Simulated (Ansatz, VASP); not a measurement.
# One calculation of Zr, two programs

File INCAR:

```
SYSTEM = Zr
PREC     = Accurate       ! precision mode
ENCUT    = 520            ! plane-wave cutoff, eV
EDIFF    = 1E-6           ! SCF threshold, eV
ISMEAR   = -1             ! smearing method
SIGMA    = 0.08           ! smearing width, eV
LREAL    = .FALSE.        ! projectors in reciprocal space
LASPH    = .TRUE.         ! aspherical terms in the spheres
NELM     = 60             ! most SCF steps
ALGO     = Normal         ! electronic algorithm
ISIF     = 2              ! what is computed and relaxed
LWAVE    = .FALSE.        ! write WAVECAR
LCHARG   = .FALSE.        ! write CHGCAR
GGA      = PS             ! functional
NBANDS   = 12             ! bands
```

The input KPOINTS:

```
regular mesh
0
G
  14 14 14
  0 0 0
```

File POSCAR:

```
Zr
1.0
   -1.8219871043      1.8219871043      1.8219871043
    1.8219871043     -1.8219871043      1.8219871043
    1.8219871043      1.8219871043     -1.8219871043
Zr
1
Direct
    0.0000000000      0.0000000000      0.0000000000
```

Input for Ansatz:

```yaml
crystal:
  lattice:
    - [-1.8219871043, 1.8219871043, 1.8219871043]
    - [1.8219871043, -1.8219871043, 1.8219871043]
    - [1.8219871043, 1.8219871043, -1.8219871043]
  atoms:
    - { symbol: Zr, position: [0.0, 0.0, 0.0] }
kpoints:
  mp_grid: { grid: [14, 14, 14] }
  band_path:
    path:
      - [0.0, 0.0, 0.0]
      - [0.5, -0.5, 0.5]
      - [0.0, 0.0, 0.5]
      - [0.0, 0.0, 0.0]
      - [0.25, 0.25, 0.25]
      - [0.5, -0.5, 0.5]
      - [0.25, 0.25, 0.25]
      - [0.0, 0.0, 0.5]
    npoints: 5
scf:
  occupations: { method: fermi_dirac, width: 0.08 }
hamiltonian:
  xc: pbesol
  pseudopotentials: { kind: all_electron, lapw: { basis_error: 0.0005 } }
output:
  forces: true
  stress: true
  eigenvalues: true
```

Change from the starting cell: volume scaled by 1.02.

Alike in both runs: task single point; functional PBEsol; k mesh 14 × 14 × 14; occupations fermi-dirac, width 0.08 eV; no spin polarisation.

```csv
,VASP,Ansatz
version,VASP 6.6.1,Ansatz 0.2.0
potentials or method,"VASP PAW PBE potentials, release 64 (Zr_sv), cutoff 520 eV","all-electron LAPW, scalar-relativistic"
```

```tsv
	VASP	Ansatz	Ansatz less VASP
pressure (GPa)	-8.0	-8.0	-0.04
```

VASP's potentials were made for PBE, not for PBEsol. Ansatz ran all-electron here, and VASP with PAW potentials.
